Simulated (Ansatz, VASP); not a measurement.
One calculation of Si2W, two programs

```
Si W
1.0
     4.74449    0.00000    0.00000
    -2.37224    4.10885    0.00000
     0.00000    0.00000    6.28739
Si W
6 3
Direct
  0.84260 0.68520 0.50000
  0.15740 0.84260 0.83333
  0.68520 0.84260 0.16667
  0.15740 0.31480 0.50000
  0.84260 0.15740 0.83333
  0.31480 0.15740 0.16667
  0.00000 0.50000 0.16667
  0.50000 0.50000 0.83333
  0.50000 0.00000 0.50000
```

Alike in both runs: task single point; functional PBE; k mesh 9 × 9 × 6; occupations gaussian, width 0.03 eV; no spin polarisation.

|  | VASP | Ansatz |
| --- | --- | --- |
| version | VASP 6.6.1 | Ansatz 0.2.0 |
| potentials or method | VASP PAW PBE potentials, release 64 (Si, W_sv), cutoff 520 eV | scalar-relativistic, plane waves, PAW |
| valence electrons in the cell | 66 | 66 |

|  | VASP | Ansatz | Ansatz less VASP |
| --- | --- | --- | --- |
| pressure (GPa) | 2.9 | 2.9 | -0.01 |
| traceless stress, the component that is largest in VASP (GPa) | 14.44 | 14.46 | +0.016 |
| rms of the force components (eV/Å) | 0.297 | 0.300 | +0.0031 |

Atom by atom the forces differ by 0.003 eV/Å (rms over components).

Spin-orbit coupling is off throughout.
